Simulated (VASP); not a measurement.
# CsLi26H27 (a cell with a defect) in VASP: electric field gradients with PBE

Aim: the electric field gradients of CsLi26H27 (a cell with a defect) with PBE.

Everything below comes from runs of VASP 6.6.1. Logs are shortened: lines on timing, memory, paths and dates and some standing lists are left out, and cuts for length are marked.

## Step 1: The cell of the first run

The cell holds a defect, 54 atoms: a = 8.641 Å, b = 8.641 Å, c = 8.641 Å, α = 60.00°, β = 60.00°, γ = 60.00°.

## Step 2: Electric field gradients, PBE

The input, INCAR:

```
SYSTEM = CsLi26H27
PREC = Accurate
ENCUT = 520
EDIFF = 1E-8
ISMEAR = -1
SIGMA = 0.01
LREAL = Auto
LASPH = .TRUE.
NELM = 60
ALGO = Normal
ISIF = 2
LWAVE = .FALSE.
LCHARG = .FALSE.
GGA = PE
LEFG = .TRUE.
NBANDS = 90
```

The input, KPOINTS:

```
regular mesh
0
G
  3 3 3
  0 0 0
```

The input, POSCAR:

```
CsLi26H27
1.0
    0.0000000000      6.1102500000      6.1102500000
    6.1102500000      0.0000000000      6.1102500000
    6.1102500000      6.1102500000      0.0000000000
Cs Li H
1 26 27
Direct
    0.0000000000      0.0000000000      0.0000000000
    0.0000000000      0.0000000000      0.3333333333
    0.0000000000      0.0000000000      0.6666666667
    0.0000000000      0.3333333333      0.0000000000
    0.0000000000      0.3333333333      0.3333333333
    0.0000000000      0.3333333333      0.6666666667
    0.0000000000      0.6666666667      0.0000000000
    0.0000000000      0.6666666667      0.3333333333
    0.0000000000      0.6666666667      0.6666666667
    0.3333333333      0.0000000000      0.0000000000
    0.3333333333      0.0000000000      0.3333333333
    0.3333333333      0.0000000000      0.6666666667
    0.3333333333      0.3333333333      0.0000000000
    0.3333333333      0.3333333333      0.3333333333
    0.3333333333      0.3333333333      0.6666666667
    0.3333333333      0.6666666667      0.0000000000
    0.3333333333      0.6666666667      0.3333333333
    0.3333333333      0.6666666667      0.6666666667
    0.6666666667      0.0000000000      0.0000000000
    0.6666666667      0.0000000000      0.3333333333
    0.6666666667      0.0000000000      0.6666666667
    0.6666666667      0.3333333333      0.0000000000
    0.6666666667      0.3333333333      0.3333333333
    0.6666666667      0.3333333333      0.6666666667
    0.6666666667      0.6666666667      0.0000000000
    0.6666666667      0.6666666667      0.3333333333
    0.6666666667      0.6666666667      0.6666666667
    0.1666666667      0.1666666667      0.1666666667
    0.1666666667      0.1666666667      0.5000000000
    0.1666666667      0.1666666667      0.8333333333
    0.1666666667      0.5000000000      0.1666666667
    0.1666666667      0.5000000000      0.5000000000
    0.1666666667      0.5000000000      0.8333333333
    0.1666666667      0.8333333333      0.1666666667
    0.1666666667      0.8333333333      0.5000000000
    0.1666666667      0.8333333333      0.8333333333
    0.5000000000      0.1666666667      0.1666666667
    0.5000000000      0.1666666667      0.5000000000
    0.5000000000      0.1666666667      0.8333333333
    0.5000000000      0.5000000000      0.1666666667
    0.5000000000      0.5000000000      0.5000000000
    0.5000000000      0.5000000000      0.8333333333
    0.5000000000      0.8333333333      0.1666666667
    0.5000000000      0.8333333333      0.5000000000
    0.5000000000      0.8333333333      0.8333333333
    0.8333333333      0.1666666667      0.1666666667
    0.8333333333      0.1666666667      0.5000000000
    0.8333333333      0.1666666667      0.8333333333
    0.8333333333      0.5000000000      0.1666666667
    0.8333333333      0.5000000000      0.5000000000
    0.8333333333      0.5000000000      0.8333333333
    0.8333333333      0.8333333333      0.1666666667
    0.8333333333      0.8333333333      0.5000000000
    0.8333333333      0.8333333333      0.8333333333
```

Potentials or basis: VASP PAW PBE potentials, release 64 (Cs_sv, Li_sv, H).

Run with:

```
> cat potpaw_PBE.64/Cs_sv/POTCAR potpaw_PBE.64/Li_sv/POTCAR potpaw_PBE.64/H/POTCAR > POTCAR
> mpirun -np 1 vasp_std > vasp.out
```

OUTCAR:

```text
SYSTEM = CsLi26H27
   PREC = Accurate
   ENCUT = 520
   EDIFF = 1E-8
   ISMEAR = -1
   LREAL = Auto
   LASPH = .TRUE.
   NELM = 60
   ISIF = 2
   GGA = PE

 ion  position               nearest neighbor table
   1  0.000  0.000  0.000-   2 2.88   3 2.88   4 2.88   6 2.88   7 2.88   8 2.88  10 2.88  12 2.88
                            16 2.88  19 2.88  20 2.88  22 2.88
   2  0.000  0.000  0.333-   1 2.88
   3  0.000  0.000  0.667-   1 2.88
   4  0.000  0.333  0.000-   1 2.88
   5  0.000  0.333  0.333-
   6  0.000  0.333  0.667-   1 2.88
   7  0.000  0.667  0.000-   1 2.88
   8  0.000  0.667  0.333-   1 2.88
   9  0.000  0.667  0.667-
  10  0.333  0.000  0.000-   1 2.88
  11  0.333  0.000  0.333-
  12  0.333  0.000  0.667-   1 2.88
  13  0.333  0.333  0.000-
  14  0.333  0.333  0.333-
  15  0.333  0.333  0.667-
  16  0.333  0.667  0.000-   1 2.88
  17  0.333  0.667  0.333-
  18  0.333  0.667  0.667-
[... 34 lines left out ...]
  53  0.833  0.833  0.500-
  54  0.833  0.833  0.833-

  LATTYP: Found a face centered cubic cell.
 ALAT       =    12.2205000000

  Lattice vectors:

 A1 = (   0.0000000000,   6.1102500000,   6.1102500000)
 A2 = (   6.1102500000,   0.0000000000,   6.1102500000)
 A3 = (   6.1102500000,   6.1102500000,   0.0000000000)

Analysis of symmetry for initial positions (statically):
=====================================================================
 Subroutine PRICEL returns:
 Original cell was already a primitive cell.

 Routine SETGRP: Setting up the symmetry group for a
 face centered cubic supercell.

 Subroutine GETGRP returns: Found 48 space group operations
 (whereof 48 operations were pure point group operations)
 out of a pool of 48 trial point group operations.

The static configuration has the point symmetry O_h .

Analysis of symmetry for dynamics (positions and initial velocities):
=====================================================================
 Subroutine PRICEL returns:
 Original cell was already a primitive cell.

 Routine SETGRP: Setting up the symmetry group for a
 face centered cubic supercell.

 Subroutine GETGRP returns: Found 48 space group operations
 (whereof 48 operations were pure point group operations)
 out of a pool of 48 trial point group operations.

The dynamic configuration has the point symmetry O_h .

 Subroutine INISYM returns: Found 48 space group operations
 (whereof 48 operations are pure point group operations),
 and found     1 'primitive' translations

----------------------------------------------------------------------------------------

                                     Primitive cell

  volume of cell :     456.2543

  direct lattice vectors                    reciprocal lattice vectors
     0.000000000  6.110250000  6.110250000    -0.081829712  0.081829712  0.081829712
     6.110250000  0.000000000  6.110250000     0.081829712 -0.081829712  0.081829712
     6.110250000  6.110250000  0.000000000     0.081829712  0.081829712 -0.081829712

  length of vectors
     8.641198419  8.641198419  8.641198419     0.141733219  0.141733219  0.141733219

  position of ions in fractional coordinates (direct lattice)
     0.000000000  0.000000000  0.000000000
     0.000000000  0.000000000  0.333333333
     0.000000000  0.000000000  0.666666667
     0.000000000  0.333333333  0.000000000
     0.000000000  0.333333333  0.333333333
     0.000000000  0.333333333  0.666666667
[... 46 lines left out ...]
     0.833333333  0.833333333  0.500000000
     0.833333333  0.833333333  0.833333333

  ion indices of the primitive-cell ions
   primitive index   ion index
                 1           1
                 2           2
[... 105 lines left out ...]
   EDIFFG = 0.1E-06   stopping-criterion for IOM
   NSW    =      0    number of steps for IOM
   IBRION =     -1    ionic relax: 0-MD 1-quasi-New 2-CG
   NFREE  =      0    steps in history (QN), initial steepest desc. (CG)
   ISIF   =      2    stress and relaxation
   ISYM   =      2    0-nonsym 1-usesym 2-fastsym
   POTIM  = 0.5000    time-step for ionic-motion
   TEBEG  =    0.0;   TEEND  =   0.0 temperature during run
   PSTRESS=    0.0 pullay stress
   NELECT =     114.0000    total number of electrons
   NUPDOWN=      -1.0000    fix difference up-down
   EMIN   =  10.00;   EMAX   =-10.00  energy-range for DOS
   EFERMI =   0.00;   METHOD = LEGACY
   ISMEAR =    -1;   SIGMA  =   0.01  broadening in eV -4-tet -1-fermi 0-gaus
   EFERMI_NEDOS =   21; number of points for ismear=-14 and -15
   IALGO  =     38    algorithm
   IMIX   =      4    mixing-type and parameters
     AMIX     =   0.40;   BMIX     =  1.00
     AMIX_MAG =   1.60;   BMIX_MAG =  1.00
  volume/ion in A,a.u.               =       8.45        57.02
  Fermi-wavevector in a.u.,A,eV,Ry     =   1.031116  1.948526 14.465713  1.063200
  Thomas-Fermi vector in A             =   2.165248
   LORBIT       =      0    0 simple, 1 ext, 2 COOP (PROOUT), +10 PAW based schemes
   GGA     = PE    functional components
   LHFCALC =     F    Hartree Fock is set to
   AEXX    =    0.0000 exact exchange contribution
   IVDW    =     0    specifies the selected vdW correction
   LEPSILON=     F    determine dielectric tensor
   LRPA    =     F    only Hartree local field effects (RPA)
 non-spin polarized calculation
  energy-cutoff  :      520.00
  volume of cell :      456.25
 maximum number of plane-waves:     12339
   NGX = 33   NGY = 33   NGZ = 33

 number of electron     114.0000013 magnetization

 Free energy of the ion-electron system (eV)
  ---------------------------------------------------
  ext. energy  EPLUGINS =         0.00000000
  ---------------------------------------------------
  free energy    TOTEN  =      -154.41335373 eV

  energy without entropy =     -154.41335373  energy(sigma->0) =     -154.41335373

 E-fermi :   1.4683     XC(G=0):  -8.5883

 val. band max:        1.0815361496   @ k =   0.3333   0.0000   0.0000
 cond. band min:       3.2492867017   @ k =   0.3333   0.3333   0.0000
 fundamental gap:      2.1677505521
 Fermi energy:         1.4683285901

 k-point     1 :       0.0000    0.0000    0.0000
  band No.  band energies     occupation
      1     -44.2898      2.00000
      2     -44.2754      2.00000
      3     -44.2754      2.00000
      4     -44.2754      2.00000
      5     -44.2752      2.00000
      6     -44.2752      2.00000
[... 277 lines left out ...]
     68       5.6492      0.00000
     69       5.6750      0.00000
 [bands above 69 left out]

------------------------ aborting loop because EDIFF is reached ----------------------------------------

  FORCE on cell =-STRESS in cart. coord.  units (eV):
  Direction    XX          YY          ZZ          XY          YZ          ZX
  --------------------------------------------------------------------------------------
  -------------------------------------------------------------------------------------
  Total       14.2200218     14.2200218     14.2200218     -0.0000000      0.0000000      0.0000000
  in kB       49.9348686     49.9348686     49.9348686     -0.0000000      0.0000000      0.0000000
  external PRESSURE =      49.9348686 kB  Pullay stress =       0.0000000 kB

 VOLUME and BASIS-vectors are now :
 -----------------------------------------------------------------------------
  energy-cutoff  :      520.00
  volume of cell :      456.25
      direct lattice vectors                 reciprocal lattice vectors
     0.000000000  6.110250000  6.110250000    -0.081829712  0.081829712  0.081829712
     6.110250000  0.000000000  6.110250000     0.081829712 -0.081829712  0.081829712
     6.110250000  6.110250000  0.000000000     0.081829712  0.081829712 -0.081829712

 POSITION                                       TOTAL-FORCE (eV/Angst)
 -----------------------------------------------------------------------------------
      0.00000      0.00000      0.00000         0.000000     -0.000000     -0.000000
      2.03675      2.03675      0.00000         0.405999      0.405999     -0.000000
      4.07350      4.07350      0.00000        -0.405999     -0.405999     -0.000000
      2.03675      0.00000      2.03675         0.405999     -0.000000      0.405999
      4.07350      2.03675      2.03675         0.108475     -0.108475     -0.108475
      6.11025      4.07350      2.03675         0.000000     -0.405999      0.405999
[... 46 lines left out ...]
      8.14700      8.14700     10.18375        -0.126614     -0.126614      0.126614
     10.18375     10.18375     10.18375         0.126614      0.126614      0.126614
 -----------------------------------------------------------------------------------
    total drift:                                0.000000      0.000000      0.000000

  FREE ENERGIE OF THE ION-ELECTRON SYSTEM (eV)
  ---------------------------------------------------
  free  energy   TOTEN  =      -154.4133537304 eV

  energy  without entropy=     -154.4133537304  energy(sigma->0) =     -154.41335373

 Electric field gradients (V/A^2)
---------------------------------------------------------------------
 ion       V_xx      V_yy      V_zz      V_xy      V_xz      V_yz
---------------------------------------------------------------------
   1       0.000    -0.000     0.000     0.000     0.000     0.000
   2       0.015     0.015    -0.030     1.124     0.004     0.004
   3       0.015     0.015    -0.030     1.124     0.004     0.004
   4       0.015    -0.030     0.015     0.004     1.124     0.004
   5      -0.003     0.002     0.002    -0.013    -0.013     0.018
   6      -0.037     0.018     0.018     0.006     0.006    -1.115
[... 46 lines left out ...]
  53      -0.000    -0.000     0.001     0.046    -0.047    -0.047
  54       0.000    -0.000     0.000     0.045     0.045     0.045
---------------------------------------------------------------------

 Electric field gradients after diagonalization (V/A^2)
 (convention: |V_zz| > |V_xx| > |V_yy|)
----------------------------------------------------------------------
 ion       V_xx      V_yy      V_zz     asymmetry (V_yy - V_xx)/ V_zz
----------------------------------------------------------------------
   1      -0.000    -0.000     0.000       0.000
   2      -1.109    -0.030     1.138       0.948
   3      -1.109    -0.030     1.138       0.948
   4      -1.109    -0.030     1.138       0.948
   5      -0.016    -0.013     0.030       0.094
   6      -1.097    -0.037     1.134       0.936
[... 46 lines left out ...]
  53      -0.047    -0.046     0.092       0.007
  54      -0.045    -0.045     0.090       0.000
----------------------------------------------------------------------

           NMR quadrupolar parameters

 Cq : quadrupolar parameter    Cq=e*Q*V_zz/h
 eta: asymmetry parameters     (V_yy - V_xx)/ V_zz
 Q  : nuclear electric quadrupole moment in mb (millibarn)
----------------------------------------------------------------------
 ion       Cq(MHz)       eta       Q (mb)
----------------------------------------------------------------------
   1       0.000       0.000       1.000
   2       0.003       0.948       1.000
   3       0.003       0.948       1.000
   4       0.003       0.948       1.000
   5       0.000       0.094       1.000
   6       0.003       0.936       1.000
[... 46 lines left out ...]
  53       0.000       0.007       1.000
  54       0.000       0.000       1.000
----------------------------------------------------------------------
```

It took 12 min on 1 thread of Oxide Virtual Turin-like, shared host; peak memory 0.56 GiB.

What came out:

* Free energy: -154.4134 eV
* Largest force: 3.559 eV/Å
* Band gap on the k mesh: 2.17 eV

Forces in eV/Å, atoms in the order of the input:
```
Cs   0.000  0.000  0.000
Li   0.406  0.406  0.000
Li  -0.406 -0.406  0.000
Li   0.406  0.000  0.406
Li   0.108 -0.108 -0.108
Li   0.000 -0.406  0.406
Li  -0.406  0.000 -0.406
Li   0.000  0.406 -0.406
Li  -0.108  0.108  0.108
Li   0.000  0.406  0.406
Li  -0.108  0.108 -0.108
Li  -0.406  0.000  0.406
Li  -0.108 -0.108  0.108
Li   0.108  0.108  0.108
Li   0.000  0.000 -0.096
Li  -0.406  0.406  0.000
Li   0.000 -0.096  0.000
Li   0.096  0.000  0.000
Li   0.000 -0.406 -0.406
Li   0.406  0.000 -0.406
Li   0.108 -0.108  0.108
Li   0.406 -0.406  0.000
Li  -0.096  0.000  0.000
Li   0.000  0.096  0.000
Li   0.108  0.108 -0.108
Li   0.000  0.000  0.096
Li  -0.108 -0.108 -0.108
H   -0.127 -0.127 -0.127
H    0.127  0.127 -0.127
H    0.000  0.000  3.559
H    0.127 -0.127  0.127
H    0.000 -0.050 -0.050
H    0.050  0.000 -0.050
H    0.000  3.559  0.000
H    0.050 -0.050  0.000
H   -3.559  0.000  0.000
H   -0.127  0.127  0.127
H   -0.050  0.000 -0.050
H    0.000  0.050 -0.050
H   -0.050 -0.050  0.000
H    0.000  0.000  0.000
H    0.050  0.050  0.000
H    0.000 -0.050  0.050
H    0.050  0.000  0.050
H    0.127 -0.127 -0.127
H    3.559  0.000  0.000
H   -0.050  0.050  0.000
H    0.000 -3.559  0.000
H   -0.050  0.000  0.050
H    0.000  0.050  0.050
H   -0.127  0.127 -0.127
H    0.000  0.000 -3.559
H   -0.127 -0.127  0.127
H    0.127  0.127  0.127
```

Electric field gradients, principal values (V/Å²):
```tsv
atom	least	middle	greatest (by size)
1 Cs	0.000	0.000	0.000
2 Li	-0.030	-1.109	1.138
3 Li	-0.030	-1.109	1.138
4 Li	-0.030	-1.109	1.138
5 Li	-0.013	-0.016	0.030
6 Li	-0.037	-1.097	1.134
7 Li	-0.030	-1.109	1.138
8 Li	-0.037	-1.097	1.134
9 Li	-0.013	-0.016	0.030
10 Li	-0.030	-1.109	1.138
11 Li	-0.013	-0.016	0.030
12 Li	-0.037	-1.097	1.134
13 Li	-0.013	-0.016	0.030
14 Li	-0.020	-0.020	0.040
15 Li	0.266	0.271	-0.537
16 Li	-0.037	-1.097	1.134
17 Li	0.266	0.271	-0.537
18 Li	0.266	0.271	-0.537
19 Li	-0.030	-1.109	1.138
20 Li	-0.037	-1.097	1.134
21 Li	-0.013	-0.016	0.030
22 Li	-0.037	-1.097	1.134
23 Li	0.266	0.271	-0.537
24 Li	0.266	0.271	-0.537
25 Li	-0.013	-0.016	0.030
26 Li	0.266	0.271	-0.537
27 Li	-0.020	-0.020	0.040
28 H	-0.045	-0.045	0.090
29 H	-0.046	-0.047	0.092
30 H	-1.593	-1.594	3.187
31 H	-0.046	-0.047	0.092
32 H	0.019	0.095	-0.114
33 H	0.020	0.096	-0.116
34 H	-1.593	-1.594	3.187
35 H	0.020	0.096	-0.116
36 H	-1.593	-1.594	3.187
37 H	-0.046	-0.047	0.092
38 H	0.019	0.095	-0.114
39 H	0.020	0.096	-0.116
40 H	0.019	0.095	-0.114
41 H	0.001	0.001	-0.003
42 H	0.019	0.095	-0.114
43 H	0.020	0.096	-0.116
44 H	0.019	0.095	-0.114
45 H	-0.046	-0.047	0.092
46 H	-1.593	-1.594	3.187
47 H	0.020	0.096	-0.116
48 H	-1.593	-1.594	3.187
49 H	0.020	0.096	-0.116
50 H	0.019	0.095	-0.114
51 H	-0.046	-0.047	0.092
52 H	-1.593	-1.594	3.187
53 H	-0.046	-0.047	0.092
54 H	-0.045	-0.045	0.090
```

Caveat: the cutoff is under 1.25 times the usual one of these potentials, so pressure, stress and relaxed cells hold a basis-set (Pulay) error; without QUAD_EFG the Cq values of the log hold for a quadrupole moment of 1 mb, not for the nuclei; spin-orbit coupling is left out, which moves the levels of the heavy elements.
